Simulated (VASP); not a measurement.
# CuI (P4/nmm) in VASP: single point with PBEsol

Aim: the single point of CuI with PBEsol.

Everything below comes from runs of VASP 6.6.1. Logs are shortened: lines on timing, memory, paths and dates and some standing lists are left out, and cuts for length are marked.

**1. The cell of the first run**

It takes space group P4/nmm (No. 129, tetragonal). Conventional cell: a = 4.023 Å, b = 4.023 Å, c = 5.651 Å, α = 90.00°, β = 90.00°, γ = 90.00°. Cu (site symmetry -4m2) has 4 I at 2.60 Å and 4 Cu at 2.84 Å within 3.4 Å. I (site symmetry 4mm) has 4 Cu at 2.60 Å within 3.4 Å.

**2. Single point, PBEsol**

The input, INCAR:

```
SYSTEM = CuI
PREC = Accurate ; ENCUT = 600
EDIFF = 1E-6 ; ISMEAR = 0
SIGMA = 0.01 ; LREAL = .FALSE.
LASPH = .TRUE. ; NELM = 120
ALGO = Normal ; ISIF = 2
LWAVE = .FALSE. ; LCHARG = .FALSE.
GGA = PS ; NBANDS = 26
GGA_COMPAT = .FALSE.
```

The input, KPOINTS:

```
Automatic mesh
0
G
  4 4 2
  0 0 0
```

The input, POSCAR:

```
CuI
1.0
    4.0229000000      0.0000000000      0.0000000000
    0.0000000000      4.0229000000      0.0000000000
    0.0000000000      0.0000000000      5.6506000000
Cu I
2 2
Direct
    0.0000000000      0.0000000000      0.0000000000
    0.5000000000      0.5000000000      0.0000000000
    0.0000000000      0.5000000000      0.2913000000
    0.5000000000      0.0000000000      0.7087000000
```

Potentials or basis: VASP PAW PBE potentials, release 64 (Cu, I).

On the command line:

```bash
$ cat potpaw_PBE.64/Cu/POTCAR potpaw_PBE.64/I/POTCAR > POTCAR
$ mpirun -np 1 vasp_std > vasp.out
```

OUTCAR:

```text
SYSTEM = CuI
   PREC = Accurate
   ENCUT = 600
   EDIFF = 1E-6
   ISMEAR = 0
   LREAL = .FALSE.
   LASPH = .TRUE.
   NELM = 120
   ISIF = 2
   GGA = PS

 ion  position               nearest neighbor table
   1  0.000  0.000  0.000-   3 2.60   4 2.60   3 2.60   4 2.60
   2  0.500  0.500  0.000-   3 2.60   4 2.60   4 2.60   3 2.60
   3  0.000  0.500  0.291-   1 2.60   2 2.60   1 2.60   2 2.60
   4  0.500  0.000  0.709-   1 2.60   2 2.60   2 2.60   1 2.60

  LATTYP: Found a simple tetragonal cell.
 ALAT       =     4.0229000000
 C/A-ratio  =     1.4046086157

  Lattice vectors:

 A1 = (   4.0229000000,   0.0000000000,   0.0000000000)
 A2 = (   0.0000000000,   4.0229000000,   0.0000000000)
 A3 = (   0.0000000000,   0.0000000000,   5.6506000000)

Analysis of symmetry for initial positions (statically):
=====================================================================
 Subroutine PRICEL returns:
 Original cell was already a primitive cell.

 Routine SETGRP: Setting up the symmetry group for a
 simple tetragonal supercell.

 Subroutine GETGRP returns: Found 16 space group operations
 (whereof  8 operations were pure point group operations)
 out of a pool of 16 trial point group operations.

The static configuration has the point symmetry D_2d.
 The point group associated with its full space group is D_4h.

Analysis of symmetry for dynamics (positions and initial velocities):
=====================================================================
 Subroutine PRICEL returns:
 Original cell was already a primitive cell.

 Routine SETGRP: Setting up the symmetry group for a
 simple tetragonal supercell.

 Subroutine GETGRP returns: Found 16 space group operations
 (whereof  8 operations were pure point group operations)
 out of a pool of 16 trial point group operations.

The dynamic configuration has the point symmetry D_2d.
 The point group associated with its full space group is D_4h.

 Subroutine INISYM returns: Found 16 space group operations
 (whereof  8 operations are pure point group operations),
 and found     1 'primitive' translations

----------------------------------------------------------------------------------------

                                     Primitive cell

  volume of cell :      91.4478
[... 75 lines left out ...]
   LNONCOLLINEAR =      F non collinear calculations
   LSORBIT =      F    spin-orbit coupling
   LASPH  =      T    aspherical Exc in radial PAW
   ENCUT  =  600.0 eV  44.10 Ry    6.64 a.u.   8.03  8.03 11.29*2*pi/ulx,y,z
   NELM   =    120;   NELMIN=  2; NELMDL= -5     # of ELM steps
   EDIFF  = 0.1E-05   stopping-criterion for ELM
   LREAL  =      F    real-space projection
   EDIFFG = 0.1E-04   stopping-criterion for IOM
   NSW    =      0    number of steps for IOM
   IBRION =     -1    ionic relax: 0-MD 1-quasi-New 2-CG
   NFREE  =      0    steps in history (QN), initial steepest desc. (CG)
   ISIF   =      2    stress and relaxation
   ISYM   =      2    0-nonsym 1-usesym 2-fastsym
   POTIM  = 0.5000    time-step for ionic-motion
   TEBEG  =    0.0;   TEEND  =   0.0 temperature during run
   PSTRESS=    0.0 pullay stress
   NELECT =      36.0000    total number of electrons
   NUPDOWN=      -1.0000    fix difference up-down
   EMIN   =  10.00;   EMAX   =-10.00  energy-range for DOS
   EFERMI =   0.00;   METHOD = LEGACY
   ISMEAR =     0;   SIGMA  =   0.01  broadening in eV -4-tet -1-fermi 0-gaus
   EFERMI_NEDOS =   21; number of points for ismear=-14 and -15
   IALGO  =     38    algorithm
   IMIX   =      4    mixing-type and parameters
     AMIX     =   0.40;   BMIX     =  1.00
     AMIX_MAG =   1.60;   BMIX_MAG =  1.00
  volume/ion in A,a.u.               =      22.86       154.28
  Fermi-wavevector in a.u.,A,eV,Ry     =   1.199825  2.267341 19.586682  1.439581
  Thomas-Fermi vector in A             =   2.335678
   LORBIT       =      0    0 simple, 1 ext, 2 COOP (PROOUT), +10 PAW based schemes
   GGA     = PS    functional components
   LHFCALC =     F    Hartree Fock is set to
   AEXX    =    0.0000 exact exchange contribution
   IVDW    =     0    specifies the selected vdW correction
   LEPSILON=     F    determine dielectric tensor
   LRPA    =     F    only Hartree local field effects (RPA)
 non-spin polarized calculation
 Gauss-broadening in eV      SIGMA  =   0.01
  energy-cutoff  :      600.00
  volume of cell :       91.45
 maximum number of plane-waves:      3080
   NGX = 17   NGY = 17   NGZ = 23

 number of electron      36.0000007 magnetization

 Free energy of the ion-electron system (eV)
  ---------------------------------------------------
  ext. energy  EPLUGINS =         0.00000000
  ---------------------------------------------------
  free energy    TOTEN  =       -12.48876365 eV

  energy without entropy =      -12.48876365  energy(sigma->0) =      -12.48876365

 E-fermi :   6.5819     XC(G=0): -10.1764

 val. band max:        6.4582816032   @ k =   0.0000   0.0000   0.0000
 cond. band min:       7.9092609136   @ k =   0.0000   0.0000   0.0000
 fundamental gap:      1.4509793105
 Fermi energy:         6.5818650251

 k-point     1 :       0.0000    0.0000    0.0000
  band No.  band energies     occupation
      1      -8.3467      2.00000
      2      -7.0115      2.00000
      3      -0.1739      2.00000
      4       2.4083      2.00000
      5       2.4134      2.00000
      6       2.4134      2.00000
[... 337 lines left out ...]
     25      12.8061      0.00000
     26      12.8061      0.00000

------------------------ aborting loop because EDIFF is reached ----------------------------------------

  FORCE on cell =-STRESS in cart. coord.  units (eV):
  Direction    XX          YY          ZZ          XY          YZ          ZX
  --------------------------------------------------------------------------------------
  -------------------------------------------------------------------------------------
  Total        1.4647031      1.4647031      2.0200550      0.0000000      0.0000000      0.0000000
  in kB       25.6618021     25.6618021     35.3916446      0.0000000      0.0000000      0.0000000
  external PRESSURE =      28.9050830 kB  Pullay stress =       0.0000000 kB

 VOLUME and BASIS-vectors are now :
 -----------------------------------------------------------------------------
  energy-cutoff  :      600.00
  volume of cell :       91.45
      direct lattice vectors                 reciprocal lattice vectors
     4.022900000  0.000000000  0.000000000     0.248576897  0.000000000  0.000000000
     0.000000000  4.022900000  0.000000000     0.000000000  0.248576897  0.000000000
     0.000000000  0.000000000  5.650600000     0.000000000  0.000000000  0.176972357

 POSITION                                       TOTAL-FORCE (eV/Angst)
 -----------------------------------------------------------------------------------
      0.00000      0.00000      0.00000         0.000000      0.000000      0.000000
      2.01145      2.01145      0.00000         0.000000     -0.000000      0.000000
      0.00000      2.01145      1.64602         0.000000      0.000000     -0.054324
      2.01145      0.00000      4.00458         0.000000      0.000000      0.054324
 -----------------------------------------------------------------------------------
    total drift:                                0.000000     -0.000000     -0.000000

  FREE ENERGIE OF THE ION-ELECTRON SYSTEM (eV)
  ---------------------------------------------------
  free  energy   TOTEN  =       -12.4887636483 eV

  energy  without entropy=      -12.4887636483  energy(sigma->0) =      -12.48876365
```

stdout:

```text
POSCAR found type information on POSCAR CuI
 POSCAR found :  2 types and       4 ions
 scaLAPACK will be used
 -----------------------------------------------------------------------------
|                                                                             |
|                                                                             |
|     You enforced a specific xc type in the INCAR file but a different       |
|     I HOPE YOU KNOW WHAT YOU ARE DOING!                                     |
|                                                                             |
 -----------------------------------------------------------------------------

 LDA part: xc-table for (Slater+PW92), standard interpolation
 POSCAR, INCAR and KPOINTS ok, starting setup
 FFT: planning ... GRIDC
 FFT: planning ... GRID_SOFT
 FFT: planning ... GRID
 WAVECAR not read
 entering main loop
```

It took 49 s on 1 thread of Intel Xeon Platinum 8259CL at 2.50GHz (Skylake/Cascade Lake), shared host; peak memory 0.22 GiB.

What came out:

- Free energy: -12.4888 eV
- Pressure: 2.9 GPa
- Largest force: 0.054 eV/Å
- Band gap on the k mesh: 1.45 eV

Forces in eV/Å, atoms in the order of the input:
```
Cu   0.000  0.000  0.000
Cu   0.000  0.000  0.000
I    0.000  0.000 -0.054
I    0.000  0.000  0.054
```

Levels at points of the mesh, in eV from the valence-band top:
| k point | band 15 | band 16 | band 17 | band 18 | band 19 | band 20 | band 21 | band 22 |
| --- | --- | --- | --- | --- | --- | --- | --- | --- |
| (0.00, 0.00, 0.00) | -1.61 | -1.30 | 0.00 | 0.00 | 1.45 | 2.44 | 3.07 | 4.40 |
| (0.50, 0.00, 0.00) | -1.60 | -1.60 | -0.90 | -0.90 | 3.81 | 3.81 | 4.28 | 4.28 |
| (0.50, 0.50, 0.00) | -2.08 | -2.08 | -1.58 | -1.58 | 2.07 | 2.07 | 2.14 | 2.14 |
| (0.00, 0.00, 0.50) | -1.64 | -1.61 | -0.90 | -0.90 | 3.05 | 3.35 | 3.46 | 4.03 |
| (0.50, 0.00, 0.50) | -0.88 | -0.88 | -0.78 | -0.78 | 2.00 | 2.00 | 5.19 | 5.19 |
| (0.50, 0.50, 0.50) | -2.19 | -2.19 | -1.38 | -1.38 | 4.50 | 4.50 | 4.75 | 4.75 |

Caveat: the k points lie up to 0.56 Å⁻¹ apart; the PAW data sets were made with another functional, which shifts forces and pressure a little; spin-orbit coupling is left out, which moves the levels of the heavy elements.
